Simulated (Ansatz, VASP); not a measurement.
# CaO: VASP beside Ansatz

The input INCAR:

```
ALGO = Normal
EDIFF = 1E-6
ENCUT = 600
GGA = PS
GGA_COMPAT = F
ISIF = 2
ISMEAR = 0
LASPH = T
LCHARG = T
LELF = T
LREAL = F
LVHAR = T
LWAVE = F
NBANDS = 15
NELM = 120
PREC = Accurate
SIGMA = 0.02
```

File KPOINTS:

```
k-points
0
Gamma
  8 8 8
```

File POSCAR:

```
CaO
1.0
    0.0000000000      2.3847000000      2.3847000000
    2.3847000000      0.0000000000      2.3847000000
    2.3847000000      2.3847000000      0.0000000000
Ca O
1 1
Direct
    0.0000000000      0.0000000000      0.0000000000
    0.5000000000      0.5000000000      0.5000000000
```

Input for Ansatz:

```yaml
crystal:
  lattice:
    - [0.0, 2.3847, 2.3847]
    - [2.3847, 0.0, 2.3847]
    - [2.3847, 2.3847, 0.0]
  atoms:
    - { symbol: Ca, position: [0.0, 0.0, 0.0] }
    - { symbol: O, position: [0.5, 0.5, 0.5] }
basis:
  ecutwfc: 420
kpoints:
  mp_grid: { grid: [8, 8, 8] }
hamiltonian:
  xc: pbesol
scf:
  occupations: { method: gaussian, width: 0.02 }
output:
  forces: true
  stress: true
  eigenvalues: true
```

Alike in both runs: task single point; functional PBEsol; k mesh 8 × 8 × 8; occupations gaussian, width 0.02 eV; no spin polarisation.

|  | VASP | Ansatz |
| --- | --- | --- |
| version | VASP 6.6.1 | Ansatz 0.2.0 |
| potentials or method | VASP PAW PBE potentials, release 64 (Ca_sv, O), cutoff 600 eV | scalar-relativistic, plane waves, PAW |
| valence electrons in the cell | 16 | 16 |

```csv
,VASP,Ansatz,Ansatz less VASP
gap on the k mesh at the Fermi level (eV),3.52,3.55,+0.022
least direct gap on the mesh (eV),3.90,3.92,+0.021
pressure (GPa),0.4,-0.2,-0.53
```

VASP's potentials were made for PBE, not for PBEsol.
